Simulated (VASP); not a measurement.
# ZnCo (P-6m2) in VASP: a series of runs

ZnCo is run at these levels: LDA; tasks: single point.

All numbers are computed with VASP 6.6.1; they aren't measurements. Logs are shortened: lines on timing, memory, paths and dates and some standing lists are left out, and cuts for length are marked.

## (1) The cell of the first run

The structure is hexagonal, space group P-6m2 (No. 187). The conventional cell has a = 2.671 Å, b = 2.671 Å, c = 4.273 Å, α = 90.00°, β = 90.00°, γ = 120.00°. Zn (site symmetry -6m2) has 6 Co at 2.64 Å and 6 Zn at 2.67 Å within 3.5 Å. Within 3.5 Å of Co (site symmetry -6m2) lie 6 Zn at 2.64 Å and 6 Co at 2.67 Å.

## (2) Single point, LDA, collinear spin, ferromagnetic start

Contents of INCAR:

```
PREC = Accurate
ENCUT = 520
EDIFF = 1E-6
ISMEAR = -1
SIGMA = 0.1
LREAL = F
LASPH = T
NELM = 150
ALGO = Normal
ISIF = 2
LWAVE = F
LCHARG = F
ISPIN = 2
MAGMOM = 0 1.8
LORBIT = 11
LMAXMIX = 4
GGA = CA
NBANDS = 22
```

Contents of KPOINTS:

```
regular mesh
0
Gamma
  13 13 7
```

Contents of POSCAR:

```
ZnCo
1.0
    2.6708397631      0.0000000000      0.0000000000
   -1.3354198815      2.3130148616      0.0000000000
    0.0000000000      0.0000000000      4.2734712611
Zn Co
1 1
Direct
    0.6666666667      0.3333333333      0.0000000000
    0.0000000000      0.0000000000      0.5000000000
```

Potentials or basis: VASP PAW LDA potentials, release 64 (Zn, Co).

Command:

```
cat potpaw_LDA.64/Zn/POTCAR potpaw_LDA.64/Co/POTCAR > POTCAR
mpirun -np 1 vasp_std > vasp.out
```

OUTCAR:

```text
PREC = Accurate
   ENCUT = 520
   EDIFF = 1E-6
   ISMEAR = -1
   LREAL = F
   LASPH = T
   NELM = 150
   ISIF = 2
   ISPIN = 2
   LORBIT = 11
   GGA = CA

 ion  position               nearest neighbor table
   1  0.667  0.333  0.000-   2 2.64   2 2.64   2 2.64   2 2.64   2 2.64   2 2.64
   2  0.000  0.000  0.500-   1 2.64   1 2.64   1 2.64   1 2.64   1 2.64   1 2.64

  LATTYP: Found a hexagonal cell.
 ALAT       =     2.6708397631
 C/A-ratio  =     1.6000477903

  Lattice vectors:

 A1 = (   2.6708397631,   0.0000000000,   0.0000000000)
 A2 = (  -1.3354198815,   2.3130148616,   0.0000000000)
 A3 = (   0.0000000000,   0.0000000000,   4.2734712611)

Analysis of symmetry for initial positions (statically):
=====================================================================
 Subroutine PRICEL returns:
 Original cell was already a primitive cell.

 Routine SETGRP: Setting up the symmetry group for a
 hexagonal supercell.

 Subroutine GETGRP returns: Found 12 space group operations
 (whereof 12 operations were pure point group operations)
 out of a pool of 24 trial point group operations.

The static configuration has the point symmetry D_3h.

Analysis of symmetry for dynamics (positions and initial velocities):
=====================================================================
 Subroutine PRICEL returns:
 Original cell was already a primitive cell.

 Routine SETGRP: Setting up the symmetry group for a
 hexagonal supercell.

 Subroutine GETGRP returns: Found 12 space group operations
 (whereof 12 operations were pure point group operations)
 out of a pool of 24 trial point group operations.

The dynamic configuration has the point symmetry D_3h.

Analysis of structural, dynamic, and magnetic symmetry:
=====================================================================
 Subroutine PRICEL returns:
 Original cell was already a primitive cell.

 Routine SETGRP: Setting up the symmetry group for a
 hexagonal supercell.

 Subroutine GETGRP returns: Found 12 space group operations
 (whereof 12 operations were pure point group operations)
 out of a pool of 24 trial point group operations.

The overall configuration has the point symmetry D_3h.

 Subroutine INISYM returns: Found 12 space group operations
 (whereof 12 operations are pure point group operations),
 and found     1 'primitive' translations

----------------------------------------------------------------------------------------

[... 113 lines left out ...]
  volume/ion in A,a.u.               =      13.20        89.08
  Fermi-wavevector in a.u.,A,eV,Ry     =   1.516860  2.866450 31.305171  2.300865
  Thomas-Fermi vector in A             =   2.626193
   LORBIT       =     11    0 simple, 1 ext, 2 COOP (PROOUT), +10 PAW based schemes
   GGA     = CA    functional components
   LHFCALC =     F    Hartree Fock is set to
   AEXX    =    0.0000 exact exchange contribution
   IVDW    =     0    specifies the selected vdW correction
   LEPSILON=     F    determine dielectric tensor
   LRPA    =     F    only Hartree local field effects (RPA)
 spin polarized calculation
  energy-cutoff  :      520.00
  volume of cell :       26.40
 maximum number of plane-waves:       732
 NGX is ok and might be reduce to    20
   NGX =  9   NGY =  9   NGZ = 15

 number of electron      21.0000012 magnetization       1.2602141

 Free energy of the ion-electron system (eV)
  ---------------------------------------------------
  ext. energy  EPLUGINS =         0.00000000
  ---------------------------------------------------
  free energy    TOTEN  =        -9.71086011 eV

  energy without entropy =       -9.63037013  energy(sigma->0) =       -9.67061512

 E-fermi :   5.3133     XC(G=0): -12.6391

 val. band max:        5.3103508138   @ k =   0.2308   0.0000   0.4286
 cond. band min:       5.3168160662   @ k =   0.3077   0.2308   0.4286
 fundamental gap:      0.0064652524
 Fermi energy:         5.3133372170

 spin component 1

 k-point     1 :       0.0000    0.0000    0.0000
  band No.  band energies     occupation
      1      -4.2896      1.00000
      2      -2.3626      1.00000
      3      -1.9624      1.00000
      4      -1.9624      1.00000
      5      -1.4653      1.00000
      6      -1.4653      1.00000
[... 589 lines left out ...]
     21      28.8396      0.00000
     22      30.4366      0.00000

 [... further k-points ...]

 spin component 2

 k-point     1 :       0.0000    0.0000    0.0000
  band No.  band energies     occupation
      1      -4.2704      1.00000
      2      -2.3621      1.00000
      3      -1.9684      1.00000
      4      -1.9684      1.00000
      5      -1.4702      1.00000
      6      -1.4702      1.00000
[... 589 lines left out ...]
     21      28.9268      0.00000
     22      30.5181      0.00000

 [... further k-points ...]

------------------------ aborting loop because EDIFF is reached ----------------------------------------

  FORCE on cell =-STRESS in cart. coord.  units (eV):
  Direction    XX          YY          ZZ          XY          YZ          ZX
  --------------------------------------------------------------------------------------
  -------------------------------------------------------------------------------------
  Total       -3.3640410     -3.3640404     -3.5568267     -0.0000000      0.0000000      0.0000000
  in kB     -204.1572559   -204.1572166   -215.8570550     -0.0000000      0.0000000      0.0000000
  external PRESSURE =    -208.0571758 kB  Pullay stress =       0.0000000 kB

 VOLUME and BASIS-vectors are now :
 -----------------------------------------------------------------------------
  energy-cutoff  :      520.00
  volume of cell :       26.40
      direct lattice vectors                 reciprocal lattice vectors
     2.670839763  0.000000000  0.000000000     0.374414075  0.216168088  0.000000000
    -1.335419882  2.313014862  0.000000000     0.000000000  0.432336176  0.000000000
     0.000000000  0.000000000  4.273471261     0.000000000  0.000000000  0.234001808

 POSITION                                       TOTAL-FORCE (eV/Angst)
 -----------------------------------------------------------------------------------
      1.33542      0.77100      0.00000         0.000000     -0.000000      0.000000
      0.00000      0.00000      2.13674         0.000000      0.000000      0.000000
 -----------------------------------------------------------------------------------
    total drift:                                0.000000     -0.000000      0.000000

  FREE ENERGIE OF THE ION-ELECTRON SYSTEM (eV)
  ---------------------------------------------------
  free  energy   TOTEN  =        -9.7108601119 eV

  energy  without entropy=       -9.6303701321  energy(sigma->0) =       -9.67061512

 total charge

# of ion       s       p       d       tot
------------------------------------------
    1        0.610   0.505   9.735  10.851
    2        0.398   0.375   7.265   8.038
--------------------------------------------------
tot          1.008   0.880  17.000  18.889

 magnetization (x)

# of ion       s       p       d       tot
------------------------------------------
    1       -0.009  -0.020  -0.001  -0.030
    2       -0.004  -0.018   1.344   1.322
--------------------------------------------------
tot         -0.013  -0.038   1.343   1.292
```

OSZICAR:

```text
N       E                     dE             d eps       ncg     rms          rms(c)
DAV:   1     0.107615307436E+03    0.10762E+03   -0.93767E+03  7784   0.139E+03
DAV:   2    -0.393116693079E+01   -0.11155E+03   -0.10380E+03  7542   0.256E+02
DAV:   3    -0.108600603651E+02   -0.69289E+01   -0.67933E+01  8660   0.669E+01
DAV:   4    -0.109394998242E+02   -0.79439E-01   -0.79400E-01  8472   0.681E+00
DAV:   5    -0.109412791958E+02   -0.17794E-02   -0.17793E-02  8760   0.102E+00    0.102E+01
DAV:   6    -0.120680095049E+02   -0.11267E+01   -0.16955E+01  8658   0.490E+01    0.153E+01
DAV:   7    -0.976687824672E+01    0.23011E+01   -0.11269E+01  9272   0.504E+01    0.341E+00
DAV:   8    -0.972106443990E+01    0.45814E-01   -0.14490E-01  9612   0.466E+00    0.141E+00
DAV:   9    -0.971237297330E+01    0.86915E-02   -0.14920E-02  9660   0.114E+00    0.703E-01
DAV:  10    -0.971150797028E+01    0.86500E-03   -0.93523E-04 10050   0.254E-01    0.262E-01
DAV:  11    -0.971092185141E+01    0.58612E-03   -0.95135E-04 10728   0.318E-01    0.648E-02
DAV:  12    -0.971086475079E+01    0.57101E-04   -0.79015E-05 10002   0.702E-02    0.414E-02
DAV:  13    -0.971086136653E+01    0.33843E-05   -0.65228E-06  9100   0.269E-02    0.158E-02
DAV:  14    -0.971086006502E+01    0.13015E-05   -0.20581E-06  4838   0.171E-02    0.744E-03
DAV:  15    -0.971086011194E+01   -0.46919E-07   -0.34185E-07  4116   0.525E-03
   1 F= -.97108601E+01 E0= -.96706151E+01  d E =-.804900E-01  mag=     1.2602
```

stdout:

```text
POSCAR found type information on POSCAR ZnCo
 POSCAR found :  2 types and       2 ions
 scaLAPACK will be used
 LDA part: xc-table for (Slater(with rela. corr.)+CA(PZ))
 , standard interpolation
 POSCAR, INCAR and KPOINTS ok, starting setup
 FFT: planning ... GRIDC
 FFT: planning ... GRID_SOFT
 FFT: planning ... GRID
 WAVECAR not read
 entering main loop
```

Run time: 39 s. Hardware: 1 thread of Intel Xeon 6975P-C (Granite Rapids), shared host; peak memory 0.18 GiB.

What came out:

```yaml
Free_energy: -9.7109 eV
Pressure: -20.8 GPa
Net_moment: 1.26 μB per cell
Site_moments: Zn -0.03; Co +1.32 μB
Valence_electrons_inside_the_program's_atomic_spheres: Zn 10.85; Co 8.04
```

Caveat: the cell stands under tension.

## (3) Single point, LDA, collinear spin, ferromagnetic start

This run uses another cell than the first one, of 13.51 Å³/atom.

Contents of INCAR:

```
SYSTEM = ZnCo
PREC = Accurate
ENCUT = 520
EDIFF = 1E-7
ISMEAR = -1
SIGMA = 0.1
LREAL = .False.
LASPH = .True.
NELM = 150
ALGO = Normal
ISIF = 2
LWAVE = .False.
LCHARG = .False.
ISPIN = 2
MAGMOM = 0 1.8
LORBIT = 11
LMAXMIX = 4
NBANDS = 22
```

Contents of KPOINTS:

```
Automatic mesh
0
Gamma
  13 13 7
  0 0 0
```

Contents of POSCAR:

```
ZnCo
1.0
    2.6913854917      0.0000000000      0.0000000000
   -1.3456927459      2.3308079829      0.0000000000
    0.0000000000      0.0000000000      4.3063454089
Zn Co
1 1
Direct
    0.6666666667      0.3333333333      0.0000000000
    0.0000000000      0.0000000000      0.5000000000
```

Potentials or basis: VASP PAW LDA potentials, release 64 (Zn, Co).

Command:

```
cat potpaw_LDA.64/Zn/POTCAR potpaw_LDA.64/Co/POTCAR > POTCAR
mpirun -np 1 vasp_std > vasp.out
```

It took 42 s on 1 thread of Intel Xeon 6975P-C (Granite Rapids), shared host; peak memory 0.18 GiB.

The run converged. Its results:

- Free energy: -9.6283 eV
- Pressure: -22.3 GPa
- Net moment: 1.30 μB per cell
- Site moments: Zn -0.03; Co +1.36 μB
- Valence electrons inside the program's atomic spheres: Zn 10.83; Co 8.01

Stress tensor (GPa, compression positive):
```
-21.89   0.00   0.00
  0.00 -21.89   0.00
  0.00   0.00 -23.13
```

Levels at points of the mesh, in eV from the Fermi level:
Spin up:
```tsv
k point	band 8	band 9	band 10	band 11	band 12	band 13	band 14	band 15
(0.00, 0.00, 0.00)	-1.83	-1.83	-1.25	-1.08	-1.08	2.77	17.89	17.89
```
Spin down:
```
           k point  band 7  band 8  band 9  band 10  band 11  band 12  band 13  band 14
(0.00, 0.00, 0.00)   -2.47   -1.23   -0.60    -0.60     0.29     0.29     3.29    17.95
```

Caveat: the cell stands under tension.
